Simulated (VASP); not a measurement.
Set up this calculation in VASP 6.6.1, as the native input.

```yaml
Task: single point
Functional: LDA
Potentials_or_basis: VASP PAW LDA potentials, release 64 (Na_pv, Cl)
Cutoff: 520 eV
k_mesh: 8 × 8 × 8
Occupations: gaussian, width 0.02 eV
Spin: no spin polarisation
Dipole_correction: no
Further_INCAR_settings: ALGO = Normal; EDIFF = 1e-06; NBANDS = 14
```

The structure of NaCl (lda) lies in POSCAR:

```
NaCl
1.0
    0.0000000000      2.5376818877      2.5376818877
    2.5376818877      0.0000000000      2.5376818877
    2.5376818877      2.5376818877      0.0000000000
Na Cl
1 1
Direct
    0.0000000000      0.0000000000      0.0000000000
    0.5000000000      0.5000000000      0.5000000000
```

One way to write it, as run:

INCAR

```
SYSTEM = NaCl
  PREC = Accurate
  ENCUT = 520
  EDIFF = 1E-6
  ISMEAR = 0
  SIGMA = 0.02
  LREAL = .False.
  LASPH = .True.
  NELM = 100
  ALGO = Normal
  ISIF = 2
  LWAVE = .False.
  LCHARG = .True.
  GGA = CA
  LELF = .True.
  LVHAR = .True.
  NBANDS = 14
```

KPOINTS

```
Automatic mesh
0
Gamma
  8 8 8
  0 0 0
```

Potentials or basis: VASP PAW LDA potentials, release 64 (Na_pv, Cl).

The run is started by

```bash
$ cat potpaw_LDA.64/Na_pv/POTCAR potpaw_LDA.64/Cl/POTCAR > POTCAR
$ mpirun -np 1 vasp_std > vasp.out
```

Results of the run:

- Pressure: 12.1 GPa
- Band gap on the k mesh: 6.23 eV, direct

Wall time 11 s on 1 thread of AMD EPYC 7R43 64-Core Processor (Zen 3), on a shared host, peak memory 0.1 GiB.
